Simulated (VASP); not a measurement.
**HfO2: single point with PBE**

The system is HfO2.

```
Hf O
1.0
     0.00000    2.52918    2.52918
     2.52918    0.00000    2.52918
     2.52918    2.52918    0.00000
Hf O
1 2
Direct
  0.00000 0.00000 0.00000
  0.25000 0.25000 0.25000
  0.75000 0.75000 0.75000
```

```
Program             : VASP 6.6.1
Task                : single point
Functional          : PBE
Potentials or basis : VASP PAW PBE potentials, release 64 (Hf_pv, O)
Cutoff              : 600 eV
k mesh              : 4 × 4 × 4
Occupations         : gaussian, width 0.01 eV
Spin                : no spin polarisation
```

- Pressure: 1.9 GPa
- Band gap on the k mesh: 3.82 eV, direct

Levels at points of the mesh, in eV from the valence-band top:
```csv
k point,band 9,band 10,band 11,band 12,band 13,band 14
"(0.00, 0.00, 0.00)",-0.61,-0.61,-0.61,3.90,3.90,5.89
"(0.50, 0.00, 0.00)",-2.74,-1.84,-1.84,4.64,4.64,7.05
"(0.50, 0.50, 0.00)",-1.54,-1.54,0.00,3.82,5.54,6.70
```

Run time: 18 s on 1 thread of Intel Xeon 8259CL, with other jobs on the host, peak memory 0.17 GiB.

Caveat: the k points lie up to 0.54 Å⁻¹ apart; spin-orbit coupling is left out, which moves the levels of the heavy elements. A hybrid or GW would open this gap; PBE tends to underestimate it.
